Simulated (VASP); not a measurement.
# Gd3PbC (Pm-3m) in VASP: notebook, part 2 of 2

VASP 6.6.1.

**3. Single point, RPBE, collinear spin, ferromagnetic start**

The input, INCAR:

```
SYSTEM = Gd3PbC
ALGO = Normal ; EDIFF = 1E-6
ENCUT = 520 ; GGA = RP
ISIF = 2 ; ISMEAR = -1
ISPIN = 2 ; LASPH = .TRUE.
LCHARG = .FALSE. ; LMAXMIX = 6
LORBIT = 11 ; LREAL = .FALSE.
LWAVE = .FALSE. ; MAGMOM = 9.1 9.1 9.1 0 0
NBANDS = 48 ; NELM = 150
PREC = Accurate ; SIGMA = 0.1
```

The input, KPOINTS:

```
k-points
0
G
  5 5 5
  0 0 0
```

The input, POSCAR:

```
Gd3PbC
1.0
    5.7887330000      0.0000000000      0.0000000000
    0.0000000000      5.7887330000      0.0000000000
    0.0000000000      0.0000000000      5.7887330000
Gd Pb C
3 1 1
Direct
    0.0000000000      0.5000000000      0.5000000000
    0.5000000000      0.5000000000      0.0000000000
    0.5000000000      0.0000000000      0.5000000000
    0.5000000000      0.5000000000      0.5000000000
    0.0000000000      0.0000000000      0.0000000000
```

Potentials or basis: VASP PAW PBE potentials, release 64 (Gd, Pb_d, C).

The run is started by

```bash
$ cat potpaw_PBE.64/Gd/POTCAR potpaw_PBE.64/Pb_d/POTCAR potpaw_PBE.64/C/POTCAR > POTCAR
$ mpirun -np 1 vasp_std > vasp.out
```

OUTCAR:

```text
SYSTEM = Gd3PbC
   EDIFF = 1E-6
   ENCUT = 520
   GGA = RP
   ISIF = 2
   ISMEAR = -1
   ISPIN = 2
   LASPH = .TRUE.
   LORBIT = 11
   LREAL = .FALSE.
   NELM = 150
   PREC = Accurate

 ion  position               nearest neighbor table
   1  0.000  0.500  0.500-   4 2.89   4 2.89
   2  0.500  0.500  0.000-   4 2.89   4 2.89
   3  0.500  0.000  0.500-   4 2.89   4 2.89
   4  0.500  0.500  0.500-   1 2.89   2 2.89   3 2.89   2 2.89   3 2.89   1 2.89
   5  0.000  0.000  0.000-

  LATTYP: Found a simple cubic cell.
 ALAT       =     5.7887330000

  Lattice vectors:

 A1 = (   5.7887330000,   0.0000000000,   0.0000000000)
 A2 = (   0.0000000000,   5.7887330000,   0.0000000000)
 A3 = (   0.0000000000,   0.0000000000,   5.7887330000)

Analysis of symmetry for initial positions (statically):
=====================================================================
 Subroutine PRICEL returns:
 Original cell was already a primitive cell.

 Routine SETGRP: Setting up the symmetry group for a
 simple cubic supercell.

 Subroutine GETGRP returns: Found 48 space group operations
 (whereof 48 operations were pure point group operations)
 out of a pool of 48 trial point group operations.

The static configuration has the point symmetry O_h .

Analysis of symmetry for dynamics (positions and initial velocities):
=====================================================================
 Subroutine PRICEL returns:
 Original cell was already a primitive cell.

 Routine SETGRP: Setting up the symmetry group for a
 simple cubic supercell.

 Subroutine GETGRP returns: Found 48 space group operations
 (whereof 48 operations were pure point group operations)
 out of a pool of 48 trial point group operations.

The dynamic configuration has the point symmetry O_h .

Analysis of structural, dynamic, and magnetic symmetry:
=====================================================================
 Subroutine PRICEL returns:
 Original cell was already a primitive cell.

 Routine SETGRP: Setting up the symmetry group for a
 simple cubic supercell.

 Subroutine GETGRP returns: Found 48 space group operations
 (whereof 48 operations were pure point group operations)
 out of a pool of 48 trial point group operations.

The overall configuration has the point symmetry O_h .

 Subroutine INISYM returns: Found 48 space group operations
 (whereof 48 operations are pure point group operations),
 and found     1 'primitive' translations

----------------------------------------------------------------------------------------

                                     Primitive cell

  volume of cell :     193.9771

  direct lattice vectors                    reciprocal lattice vectors
     5.788733000  0.000000000  0.000000000     0.172749374  0.000000000  0.000000000
     0.000000000  5.788733000  0.000000000     0.000000000  0.172749374  0.000000000
     0.000000000  0.000000000  5.788733000     0.000000000  0.000000000  0.172749374

  length of vectors
     5.788733000  5.788733000  5.788733000     0.172749374  0.172749374  0.172749374

  position of ions in fractional coordinates (direct lattice)
     0.000000000  0.500000000  0.500000000
     0.500000000  0.500000000  0.000000000
     0.500000000  0.000000000  0.500000000
     0.500000000  0.500000000  0.500000000
[... 70 lines left out ...]
   IBRION =     -1    ionic relax: 0-MD 1-quasi-New 2-CG
   NFREE  =      0    steps in history (QN), initial steepest desc. (CG)
   ISIF   =      2    stress and relaxation
   ISYM   =      2    0-nonsym 1-usesym 2-fastsym
   POTIM  = 0.5000    time-step for ionic-motion
   TEBEG  =    0.0;   TEEND  =   0.0 temperature during run
   PSTRESS=    0.0 pullay stress
   NELECT =      72.0000    total number of electrons
   NUPDOWN=      -1.0000    fix difference up-down
   EMIN   =  10.00;   EMAX   =-10.00  energy-range for DOS
   EFERMI =   0.00;   METHOD = LEGACY
   ISMEAR =    -1;   SIGMA  =   0.10  broadening in eV -4-tet -1-fermi 0-gaus
   EFERMI_NEDOS =   21; number of points for ismear=-14 and -15
   IALGO  =     38    algorithm
   IMIX   =      4    mixing-type and parameters
     AMIX     =   0.40;   BMIX     =  1.00
     AMIX_MAG =   1.60;   BMIX_MAG =  1.00
  volume/ion in A,a.u.               =      38.80       261.80
  Fermi-wavevector in a.u.,A,eV,Ry     =   1.176528  2.223315 18.833420  1.384217
  Thomas-Fermi vector in A             =   2.312890
   LORBIT       =     11    0 simple, 1 ext, 2 COOP (PROOUT), +10 PAW based schemes
   GGA     = RP    functional components
   LHFCALC =     F    Hartree Fock is set to
   AEXX    =    0.0000 exact exchange contribution
   IVDW    =     0    specifies the selected vdW correction
   LEPSILON=     F    determine dielectric tensor
   LRPA    =     F    only Hartree local field effects (RPA)
 spin polarized calculation
  energy-cutoff  :      520.00
  volume of cell :      193.98
 maximum number of plane-waves:      5238
 NGX is ok and might be reduce to    48
   NGX = 21   NGY = 21   NGZ = 21

 number of electron      72.0000035 magnetization      20.9767330

 Free energy of the ion-electron system (eV)
  ---------------------------------------------------
  ext. energy  EPLUGINS =         0.00000000
  ---------------------------------------------------
  free energy    TOTEN  =       -39.29064931 eV

  energy without entropy =      -38.95934899  energy(sigma->0) =      -39.12499915

 E-fermi :   2.0746     XC(G=0):  -8.2925

 val. band max:        2.0342250149   @ k =   0.4000   0.0000   0.0000
 cond. band min:       2.0836096527   @ k =   0.2000   0.2000   0.2000
 fundamental gap:      0.0493846378
 Fermi energy:         2.0746310838

 spin component 1

 k-point     1 :       0.0000    0.0000    0.0000
  band No.  band energies     occupation
      1     -43.7202      1.00000
      2     -43.7089      1.00000
      3     -43.7089      1.00000
      4     -21.2542      1.00000
      5     -21.2542      1.00000
      6     -21.2542      1.00000
[... 499 lines left out ...]
     47       2.4466      0.02366
     48       2.7436      0.00124
 Fermi energy:         2.0746310838

 spin component 2

 k-point     1 :       0.0000    0.0000    0.0000
  band No.  band energies     occupation
      1     -40.5286      1.00000
      2     -40.5134      1.00000
      3     -40.5134      1.00000
      4     -18.9906      1.00000
      5     -18.9906      1.00000
      6     -18.9906      1.00000
[... 499 lines left out ...]
     47       3.2148      0.00001
     48       3.8016      0.00000

------------------------ aborting loop because EDIFF is reached ----------------------------------------

  FORCE on cell =-STRESS in cart. coord.  units (eV):
  Direction    XX          YY          ZZ          XY          YZ          ZX
  --------------------------------------------------------------------------------------
  -------------------------------------------------------------------------------------
  Total        2.2181993      2.2181993      2.2181993      0.0000000     -0.0000000      0.0000000
  in kB       18.3214820     18.3214820     18.3214820      0.0000000     -0.0000000      0.0000000
  external PRESSURE =      18.3214820 kB  Pullay stress =       0.0000000 kB

 VOLUME and BASIS-vectors are now :
 -----------------------------------------------------------------------------
  energy-cutoff  :      520.00
  volume of cell :      193.98
      direct lattice vectors                 reciprocal lattice vectors
     5.788733000  0.000000000  0.000000000     0.172749374  0.000000000  0.000000000
     0.000000000  5.788733000  0.000000000     0.000000000  0.172749374  0.000000000
     0.000000000  0.000000000  5.788733000     0.000000000  0.000000000  0.172749374

 POSITION                                       TOTAL-FORCE (eV/Angst)
 -----------------------------------------------------------------------------------
      0.00000      2.89437      2.89437         0.000000      0.000000      0.000000
      2.89437      2.89437      0.00000         0.000000      0.000000      0.000000
      2.89437      0.00000      2.89437         0.000000      0.000000      0.000000
      2.89437      2.89437      2.89437         0.000000      0.000000      0.000000
      0.00000      0.00000      0.00000         0.000000      0.000000      0.000000
 -----------------------------------------------------------------------------------
    total drift:                                0.000000     -0.000000     -0.000000

  FREE ENERGIE OF THE ION-ELECTRON SYSTEM (eV)
  ---------------------------------------------------
  free  energy   TOTEN  =       -39.2906493124 eV

  energy  without entropy=      -38.9593489894  energy(sigma->0) =      -39.12499915

 total charge

# of ion       s       p       d       f       tot
--------------------------------------------------
    1        2.039   5.609   0.444   7.131  15.223
    2        2.039   5.609   0.444   7.131  15.223
    3        2.039   5.609   0.444   7.131  15.223
    4        1.288   1.470   9.771   0.000  12.529
    5        1.005   0.989   0.000   0.000   1.994
--------------------------------------------------
tot          8.411  19.285  11.103  21.393  60.192

 magnetization (x)

# of ion       s       p       d       f       tot
--------------------------------------------------
    1        0.004  -0.078   0.176   6.669   6.771
    2        0.004  -0.078   0.176   6.669   6.771
    3        0.004  -0.078   0.176   6.669   6.771
    4       -0.012  -0.069   0.023   0.000  -0.058
    5       -0.015  -0.510   0.000   0.000  -0.525
--------------------------------------------------
tot         -0.014  -0.814   0.551  20.008  19.731
```

Wall time 18 min (1 thread of Intel Xeon Platinum 8488C (Sapphire Rapids), shared host); peak memory 0.5 GiB.

What came out:

* Free energy: -39.2906 eV
* Pressure: 1.8 GPa
* Net moment: 20.98 μB per cell
* Site moments: Gd +6.77; Pb -0.06; C -0.53 μB
* Valence electrons inside the program's atomic spheres: Gd 15.22; Pb 12.53; C 1.99

Caveat: the highest band is partly filled, so the run has too few bands; the PAW data sets were made with another functional, which shifts forces and pressure a little; spin-orbit coupling is left out, which moves the levels of the heavy elements; semilocal functionals describe open f shells poorly, which spoils levels, moments and volumes.

**4. Single point, PBEsol, collinear spin, ferromagnetic start**

The input, INCAR:

```
SYSTEM = Gd3PbC
PREC = Accurate ; ENCUT = 520
EDIFF = 1E-7 ; ISMEAR = -1
SIGMA = 0.1 ; LREAL = .FALSE.
LASPH = .TRUE. ; NELM = 150
ALGO = Normal ; ISIF = 2
LWAVE = .FALSE. ; LCHARG = .FALSE.
ISPIN = 2 ; MAGMOM = 9.1 9.1 9.1 0 0
LORBIT = 11 ; LMAXMIX = 6
GGA = PS ; NBANDS = 48
```

The input, KPOINTS:

```
regular mesh
0
G
  5 5 5
  0 0 0
```

POSCAR is that of step 3.

Potentials or basis: VASP PAW PBE potentials, release 64 (Gd, Pb_d, C).

The run is started by

```bash
$ cat potpaw_PBE.64/Gd/POTCAR potpaw_PBE.64/Pb_d/POTCAR potpaw_PBE.64/C/POTCAR > POTCAR
$ mpirun -np 1 vasp_std > vasp.out
```

OUTCAR:

```text
SYSTEM = Gd3PbC
   PREC = Accurate
   ENCUT = 520
   EDIFF = 1E-7
   ISMEAR = -1
   LREAL = .FALSE.
   LASPH = .TRUE.
   NELM = 150
   ISIF = 2
   ISPIN = 2
   LORBIT = 11
   GGA = PS

 ion  position               nearest neighbor table
   1  0.000  0.500  0.500-   4 2.89   4 2.89
   2  0.500  0.500  0.000-   4 2.89   4 2.89
   3  0.500  0.000  0.500-   4 2.89   4 2.89
   4  0.500  0.500  0.500-   1 2.89   2 2.89   3 2.89   2 2.89   3 2.89   1 2.89
   5  0.000  0.000  0.000-

  LATTYP: Found a simple cubic cell.
 ALAT       =     5.7887330000

  Lattice vectors:

[... 1235 lines left out ...]
 -----------------------------------------------------------------------------------
      0.00000      2.89437      2.89437         0.000000      0.000000      0.000000
      2.89437      2.89437      0.00000         0.000000      0.000000      0.000000
      2.89437      0.00000      2.89437         0.000000      0.000000      0.000000
      2.89437      2.89437      2.89437         0.000000      0.000000      0.000000
      0.00000      0.00000      0.00000         0.000000      0.000000      0.000000
 -----------------------------------------------------------------------------------
    total drift:                                0.000000      0.000000     -0.000000

  FREE ENERGIE OF THE ION-ELECTRON SYSTEM (eV)
  ---------------------------------------------------
  free  energy   TOTEN  =       -41.9702756701 eV

  energy  without entropy=      -41.6341876358  energy(sigma->0) =      -41.80223165

 total charge

# of ion       s       p       d       f       tot
--------------------------------------------------
    1        2.037   5.579   0.439   7.136  15.191
    2        2.037   5.579   0.439   7.136  15.191
    3        2.037   5.579   0.439   7.136  15.191
    4        1.280   1.455   9.769   0.000  12.504
    5        0.992   0.973   0.000   0.000   1.965
--------------------------------------------------
tot          8.384  19.165  11.086  21.407  60.042

 magnetization (x)

# of ion       s       p       d       f       tot
--------------------------------------------------
    1        0.005  -0.066   0.163   6.659   6.761
    2        0.005  -0.066   0.163   6.659   6.761
    3        0.005  -0.066   0.163   6.659   6.761
    4       -0.012  -0.055   0.021   0.000  -0.046
    5       -0.015  -0.435   0.000   0.000  -0.450
--------------------------------------------------
tot         -0.011  -0.687   0.511  19.976  19.788
```

Wall time 30 min (1 thread of Intel Xeon Platinum 8259CL at 2.50GHz (Skylake/Cascade Lake), shared host); peak memory 0.51 GiB.

Results:

```
Free energy                                           : -41.9703 eV
Pressure                                              : -1.0 GPa
Net moment                                            : 20.92 μB per cell
Site moments                                          : Gd +6.76; Pb -0.05; C -0.45 μB
Valence electrons inside the program's atomic spheres : Gd 15.19; Pb 12.50; C 1.97
```

Levels at points of the mesh, in eV from the Fermi level:
Spin up:
| k point | band 43 | band 44 | band 45 | band 46 | band 47 | band 48 |
| --- | --- | --- | --- | --- | --- | --- |
| (0.00, 0.00, 0.00) | -0.70 | -0.70 | -0.50 | -0.50 | -0.40 | -0.40 |
Spin down:
| k point | band 22 | band 23 | band 24 | band 25 | band 26 | band 27 | band 28 | band 29 |
| --- | --- | --- | --- | --- | --- | --- | --- | --- |
| (0.00, 0.00, 0.00) | -0.80 | -0.80 | -0.14 | -0.14 | -0.14 | 0.30 | 0.33 | 0.33 |

Caveat: the highest band is partly filled, so the run has too few bands; the PAW data sets were made with another functional, which shifts forces and pressure a little; spin-orbit coupling is left out, which moves the levels of the heavy elements; semilocal functionals describe open f shells poorly, which spoils levels, moments and volumes. The state reached can hang on the start; a lower one may exist.

**5. The runs side by side**

| level | pressure (GPa) | moment (μB) |
| --- | --- | --- |
| revPBE | 1.6 | 20.97 |
| RPBE | 1.8 | 20.98 |
| PBEsol | -1.0 | 20.92 |

Alike in all rows: task single point; potentials or basis VASP PAW PBE potentials, release 64 (Gd, Pb_d, C); spin collinear, ferromagnetic start; cell as given; k mesh 5 × 5 × 5; cutoff (eV) 520; smearing fermi-dirac 0.1 eV.

The pressure there spans -1.0 GPa (PBEsol) to 1.8 GPa (RPBE); a positive pressure means that this level wants a larger cell, a negative one a smaller.

Caveats: the highest band is partly filled, so the run has too few bands; the PAW data sets were made with another functional, which shifts forces and pressure a little; spin-orbit coupling is left out, which moves the levels of the heavy elements; semilocal functionals describe open f shells poorly, which spoils levels, moments and volumes.

Total energies depend on the potentials used, so only differences within one code and one set of settings carry meaning.
